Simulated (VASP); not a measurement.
# Si2Mo (P6_222) in VASP: a series of runs

The runs below take Si2Mo through single point, relaxation of cell and atoms, with PBEsol.

Program: VASP 6.6.1. These are calculated values, not measurements. Logs are shortened: lines on timing, memory, paths and dates and some standing lists are left out, and cuts for length are marked.

### 1 The cell of the first run

Symmetry: P6_222, No. 180, hexagonal system. The conventional cell has a = 4.575 Å, b = 4.575 Å, c = 6.564 Å, α = 90.00°, β = 90.00°, γ = 120.00°. Within 3.4 Å of Mo (site symmetry 222) lie 10 Si at 2.56 to 2.66 Å and 4 Mo at 3.17 Å. Si (site symmetry 2) has 9 Si at 2.55 to 3.19 Å and 5 Mo at 2.56 to 2.66 Å within 3.4 Å.

### 2 Single point, PBEsol

The input, INCAR:

```
PREC = Accurate
ENCUT = 520
EDIFF = 1E-6
ISMEAR = -1
SIGMA = 0.05
LREAL = F
LASPH = T
NELM = 100
ALGO = Normal
ISIF = 2
LWAVE = F
LCHARG = F
GGA = PS
NBANDS = 43
```

The input, KPOINTS:

```
Automatic mesh
0
Gamma
  5 5 3
```

The input, POSCAR:

```
Si2Mo
1.0
    4.5750966031      0.0000000000      0.0000000000
   -2.2875483016      3.9621498830      0.0000000000
    0.0000000000      0.0000000000      6.5639787736
Mo Si
3 6
Direct
    0.5000000000      0.5000000000      0.8333333333
    0.0000000000      0.5000000000      0.1666666667
    0.5000000000      0.0000000000      0.5000000000
    0.1642054621      0.3284109243      0.5000000000
    0.6715890757      0.8357945379      0.1666666667
    0.8357945379      0.1642054621      0.8333333333
    0.8357945379      0.6715890757      0.5000000000
    0.3284109243      0.1642054621      0.1666666667
    0.1642054621      0.8357945379      0.8333333333
```

Potentials or basis: VASP PAW PBE potentials, release 64 (Mo_sv, Si).

Launch:

```console
$ cat potpaw_PBE.64/Mo_sv/POTCAR potpaw_PBE.64/Si/POTCAR > POTCAR
$ mpirun -np 1 vasp_std > vasp.out
```

OUTCAR:

```text
PREC = Accurate
   ENCUT = 520
   EDIFF = 1E-6
   ISMEAR = -1
   LREAL = F
   LASPH = T
   NELM = 100
   ISIF = 2
   GGA = PS

 ion  position               nearest neighbor table
   1  0.500  0.500  0.833-   4 2.56   7 2.56   5 2.56   8 2.56   6 2.63   9 2.63   9 2.63   6 2.63
                             6 2.66   9 2.66   3 3.17   3 3.17   2 3.17   2 3.17
   2  0.000  0.500  0.167-   4 2.56   7 2.56   6 2.56   9 2.56   8 2.63   5 2.63   5 2.63   8 2.63
                             5 2.66   8 2.66   3 3.17   3 3.17   1 3.17   1 3.17
   3  0.500  0.000  0.500-   5 2.56   8 2.56   6 2.56   9 2.56   4 2.63   7 2.63   7 2.63   4 2.63
                             4 2.66   7 2.66   2 3.17   2 3.17   1 3.17   1 3.17
   4  0.164  0.328  0.500-   6 2.55   8 2.55   2 2.56   1 2.56   7 2.60   3 2.63   3 2.63   3 2.66
                             7 2.66   7 2.66   5 3.14   9 3.14
   5  0.672  0.836  0.167-   7 2.55   6 2.55   3 2.56   1 2.56   8 2.60   2 2.63   2 2.63   2 2.66
                             8 2.66   8 2.66   4 3.14   9 3.14
   6  0.836  0.164  0.833-   4 2.55   5 2.55   3 2.56   2 2.56   9 2.60   1 2.63   1 2.63   1 2.66
                             9 2.66   9 2.66   7 3.14   8 3.14
   7  0.836  0.672  0.500-   9 2.55   5 2.55   2 2.56   1 2.56   4 2.60   3 2.63   3 2.63   3 2.66
                             4 2.66   4 2.66   8 3.14   6 3.14
   8  0.328  0.164  0.167-   4 2.55   9 2.55   3 2.56   1 2.56   5 2.60   2 2.63   2 2.63   2 2.66
                             5 2.66   5 2.66   7 3.14   6 3.14
   9  0.164  0.836  0.833-   7 2.55   8 2.55   3 2.56   2 2.56   6 2.60   1 2.63   1 2.63   1 2.66
                             6 2.66   6 2.66   4 3.14   5 3.14

  LATTYP: Found a hexagonal cell.
 ALAT       =     4.5750966031
 C/A-ratio  =     1.4347191640

  Lattice vectors:

 A1 = (   4.5750966031,   0.0000000000,   0.0000000000)
 A2 = (  -2.2875483016,   3.9621498830,   0.0000000000)
 A3 = (   0.0000000000,   0.0000000000,   6.5639787736)

Analysis of symmetry for initial positions (statically):
=====================================================================
 Subroutine PRICEL returns:
 Original cell was already a primitive cell.

 Routine SETGRP: Setting up the symmetry group for a
 hexagonal supercell.

 Subroutine GETGRP returns: Found 12 space group operations
 (whereof  4 operations were pure point group operations)
 out of a pool of 24 trial point group operations.

The static configuration has the point symmetry D_2 .
 The point group associated with its full space group is D_6 .

Analysis of symmetry for dynamics (positions and initial velocities):
=====================================================================
 Subroutine PRICEL returns:
 Original cell was already a primitive cell.

 Routine SETGRP: Setting up the symmetry group for a
 hexagonal supercell.

 Subroutine GETGRP returns: Found 12 space group operations
 (whereof  4 operations were pure point group operations)
 out of a pool of 24 trial point group operations.

The dynamic configuration has the point symmetry D_2 .
 The point group associated with its full space group is D_6 .

 Subroutine INISYM returns: Found 12 space group operations
 (whereof  4 operations are pure point group operations),
 and found     1 'primitive' translations

----------------------------------------------------------------------------------------

                                     Primitive cell

  volume of cell :     118.9867

  direct lattice vectors                    reciprocal lattice vectors
     4.575096603  0.000000000  0.000000000     0.218574620  0.126194116  0.000000000
    -2.287548302  3.962149883  0.000000000     0.000000000  0.252388231  0.000000000
     0.000000000  0.000000000  6.563978774     0.000000000  0.000000000  0.152346623

  length of vectors
     4.575096603  4.575096603  6.563978774     0.252388231  0.252388231  0.152346623

  position of ions in fractional coordinates (direct lattice)
     0.500000000  0.500000000  0.833333333
     1.000000000  0.500000000  0.166666667
     0.500000000  0.000000000  0.500000000
     0.164205462  0.328410924  0.500000000
     0.671589076  0.835794538  0.166666667
     0.835794538  0.164205462  0.833333333
     0.835794538  0.671589076  0.500000000
     0.328410924  0.164205462  0.166666667
     0.164205462  0.835794538  0.833333333

  ion indices of the primitive-cell ions
   primitive index   ion index
                 1           1
                 2           2
                 3           3
                 4           4
                 5           5
                 6           6
                 7           7
                 8           8
                 9           9

----------------------------------------------------------------------------------------

 KPOINTS: Automatic mesh

Automatic generation of k-mesh.
 Grid dimensions read from file:
 generate k-points for:    5    5    3

 Generating k-lattice:

  Cartesian coordinates                     Fractional coordinates (reciprocal lattice)
     0.043714924  0.025238823  0.000000000     0.200000000 -0.000000000  0.000000000
     0.000000000  0.050477646  0.000000000     0.000000000  0.200000000  0.000000000
     0.000000000  0.000000000  0.050782208     0.000000000  0.000000000  0.333333333

  Length of vectors
     0.050477646  0.050477646  0.050782208

  Shift w.r.t. Gamma in fractional coordinates (k-lattice)
     0.000000000  0.000000000  0.000000000

 Subroutine IBZKPT returns following result:
 ===========================================

 Found     10 irreducible k-points:

 Following reciprocal coordinates:
            Coordinates               Weight
  0.000000  0.000000  0.000000      1.000000
  0.200000  0.000000  0.000000      6.000000
  0.400000 -0.000000  0.000000      6.000000
  0.200000  0.200000  0.000000      6.000000
  0.400000  0.200000  0.000000      6.000000
  0.000000  0.000000  0.333333      2.000000
  0.200000  0.000000  0.333333     12.000000
  0.400000 -0.000000  0.333333     12.000000
  0.200000  0.200000  0.333333     12.000000
  0.400000  0.200000  0.333333     12.000000
   k-points           NKPTS =     10   k-points in BZ     NKDIM =     10   number of bands    NBANDS=     43
   number of dos      NEDOS =    301   number of ions     NIONS =      9
   total plane-waves  NPLWV =  64800
   dimension x,y,z NGX =    36 NGY =   36 NGZ =   50
   dimension x,y,z NGXF=    72 NGYF=   72 NGZF=  100
   ions per type =               3   6
   NGX,Y,Z   is equivalent  to a cutoff of  13.08, 13.08, 12.66 a.u.
   NGXF,Y,Z  is equivalent  to a cutoff of  26.16, 26.16, 25.33 a.u.
 SYSTEM =  unknown system
   PREC   = accura    normal or accurate (medium, high low for compatibility)
   ISTART =      0    job   : 0-new  1-cont  2-samecut
   ICHARG =      2    charge: 1-file 2-atom 10-const
   ISPIN  =      1    spin polarized calculation?
   LNONCOLLINEAR =      F non collinear calculations
   LSORBIT =      F    spin-orbit coupling
   LASPH  =      T    aspherical Exc in radial PAW
   ENCUT  =  520.0 eV  38.22 Ry    6.18 a.u.   8.51  8.51 12.20*2*pi/ulx,y,z
   NELM   =    100;   NELMIN=  2; NELMDL= -5     # of ELM steps
   EDIFF  = 0.1E-05   stopping-criterion for ELM
   LREAL  =      F    real-space projection
   EDIFFG = 0.1E-04   stopping-criterion for IOM
   NSW    =      0    number of steps for IOM
   IBRION =     -1    ionic relax: 0-MD 1-quasi-New 2-CG
   NFREE  =      0    steps in history (QN), initial steepest desc. (CG)
   ISIF   =      2    stress and relaxation
   ISYM   =      2    0-nonsym 1-usesym 2-fastsym
   POTIM  = 0.5000    time-step for ionic-motion
   TEBEG  =    0.0;   TEEND  =   0.0 temperature during run
   PSTRESS=    0.0 pullay stress
   NELECT =      66.0000    total number of electrons
   NUPDOWN=      -1.0000    fix difference up-down
   EMIN   =  10.00;   EMAX   =-10.00  energy-range for DOS
   EFERMI =   0.00;   METHOD = LEGACY
   ISMEAR =    -1;   SIGMA  =   0.05  broadening in eV -4-tet -1-fermi 0-gaus
   EFERMI_NEDOS =   21; number of points for ismear=-14 and -15
   IALGO  =     38    algorithm
   IMIX   =      4    mixing-type and parameters
     AMIX     =   0.40;   BMIX     =  1.00
     AMIX_MAG =   1.60;   BMIX_MAG =  1.00
  volume/ion in A,a.u.               =      13.22        89.22
  Fermi-wavevector in a.u.,A,eV,Ry     =   1.345107  2.541883 24.617180  1.809312
  Thomas-Fermi vector in A             =   2.473046
   LORBIT       =      0    0 simple, 1 ext, 2 COOP (PROOUT), +10 PAW based schemes
   GGA     = PS    functional components
   LHFCALC =     F    Hartree Fock is set to
   AEXX    =    0.0000 exact exchange contribution
   IVDW    =     0    specifies the selected vdW correction
   LEPSILON=     F    determine dielectric tensor
   LRPA    =     F    only Hartree local field effects (RPA)
 non-spin polarized calculation
  energy-cutoff  :      520.00
  volume of cell :      118.99
 maximum number of plane-waves:      3234
 NGX is ok and might be reduce to    36
   NGX = 17   NGY = 17   NGZ = 25

 number of electron      65.9999995 magnetization

 Free energy of the ion-electron system (eV)
  ---------------------------------------------------
  ext. energy  EPLUGINS =         0.00000000
  ---------------------------------------------------
  free energy    TOTEN  =       -74.99755295 eV

  energy without entropy =      -74.99731269  energy(sigma->0) =      -74.99743282

 E-fermi :  12.8766     XC(G=0): -12.5763

 val. band max:       12.5778087351   @ k =   0.0000   0.0000   0.3333
 cond. band min:      13.1945122105   @ k =   0.4000  -0.0000   0.0000
 fundamental gap:      0.6167034754
 Fermi energy:        12.8765787823

 k-point     1 :       0.0000    0.0000    0.0000
  band No.  band energies     occupation
      1     -48.1072      2.00000
      2     -48.0754      2.00000
      3     -48.0754      2.00000
      4     -22.3902      2.00000
      5     -22.3859      2.00000
      6     -22.3859      2.00000
[... 35 lines left out ...]
     42      15.9607      0.00000
     43      16.4064      0.00000

 k-point     2 :       0.2000    0.0000    0.0000
  band No.  band energies     occupation
      1     -48.1044      2.00000
      2     -48.0780      2.00000
      3     -48.0754      2.00000
      4     -22.4234      2.00000
      5     -22.4020      2.00000
      6     -22.3791      2.00000
[... 35 lines left out ...]
     42      16.1026      0.00000
     43      16.7514      0.00000

 k-point     3 :       0.4000   -0.0000    0.0000
  band No.  band energies     occupation
      1     -48.0980      2.00000
      2     -48.0840      2.00000
      3     -48.0753      2.00000
      4     -22.4440      2.00000
      5     -22.4185      2.00000
      6     -22.3834      2.00000
[... 35 lines left out ...]
     42      16.2427      0.00000
     43      16.6641      0.00000

 k-point     4 :       0.2000    0.2000    0.0000
  band No.  band energies     occupation
      1     -48.0996      2.00000
      2     -48.0825      2.00000
      3     -48.0753      2.00000
      4     -22.4406      2.00000
      5     -22.4111      2.00000
      6     -22.3856      2.00000
[... 219 lines left out ...]
     42      16.4912      0.00000
     43      16.7076      0.00000

 k-point     9 :       0.2000    0.2000    0.3333
  band No.  band energies     occupation
      1     -48.0974      2.00000
      2     -48.0874      2.00000
      3     -48.0727      2.00000
      4     -22.4369      2.00000
      5     -22.4197      2.00000
      6     -22.3951      2.00000
[... 35 lines left out ...]
     42      15.9678      0.00000
     43      16.2915      0.00000

 k-point    10 :       0.4000    0.2000    0.3333
  band No.  band energies     occupation
      1     -48.0957      2.00000
      2     -48.0848      2.00000
      3     -48.0767      2.00000
      4     -22.4380      2.00000
      5     -22.4295      2.00000
      6     -22.4037      2.00000
[... 35 lines left out ...]
     42      15.9152      0.00000
     43      16.4945      0.00000

------------------------ aborting loop because EDIFF is reached ----------------------------------------

  FORCE on cell =-STRESS in cart. coord.  units (eV):
  Direction    XX          YY          ZZ          XY          YZ          ZX
  --------------------------------------------------------------------------------------
  -------------------------------------------------------------------------------------
  Total        0.2778983      0.2778983      0.2940438     -0.0000000      0.0000000      0.0000000
  in kB        3.7419513      3.7419513      3.9593530     -0.0000000      0.0000000      0.0000000
  external PRESSURE =       3.8144185 kB  Pullay stress =       0.0000000 kB

 VOLUME and BASIS-vectors are now :
 -----------------------------------------------------------------------------
  energy-cutoff  :      520.00
  volume of cell :      118.99
      direct lattice vectors                 reciprocal lattice vectors
     4.575096603  0.000000000  0.000000000     0.218574620  0.126194116  0.000000000
    -2.287548302  3.962149883  0.000000000     0.000000000  0.252388231  0.000000000
     0.000000000  0.000000000  6.563978774     0.000000000  0.000000000  0.152346623

 POSITION                                       TOTAL-FORCE (eV/Angst)
 -----------------------------------------------------------------------------------
      1.14377      1.98107      5.46998         0.000000      0.000000      0.000000
     -1.14377      1.98107      1.09400         0.000000     -0.000000      0.000000
      2.28755      0.00000      3.28199         0.000000     -0.000000     -0.000000
     -0.00000      1.30121      3.28199         0.000000     -0.001376     -0.000000
      1.16066      3.31154      1.09400         0.001191      0.000688     -0.000000
      3.44821      0.65061      5.46998         0.001191     -0.000688     -0.000000
      2.28755      2.66094      3.28199        -0.000000      0.001376     -0.000000
      1.12688      0.65061      1.09400        -0.001191     -0.000688     -0.000000
     -1.16066      3.31154      5.46998        -0.001191      0.000688     -0.000000
 -----------------------------------------------------------------------------------
    total drift:                               -0.000000     -0.000000      0.000001

  FREE ENERGIE OF THE ION-ELECTRON SYSTEM (eV)
  ---------------------------------------------------
  free  energy   TOTEN  =       -74.9975529514 eV

  energy  without entropy=      -74.9973126870  energy(sigma->0) =      -74.99743282
```

Wall time 59 s (1 thread of Intel Xeon 8259CL, shared host); peak memory 0.25 GiB.

Results:

```
Free energy            : -74.9976 eV
Pressure               : 0.4 GPa
Band gap on the k mesh : 0.62 eV (least direct gap 0.91 eV)
```

Caveat: the PAW data sets were made with another functional, which shifts forces and pressure a little. A k mesh can miss the band edges.

[end of part 1 of 2]
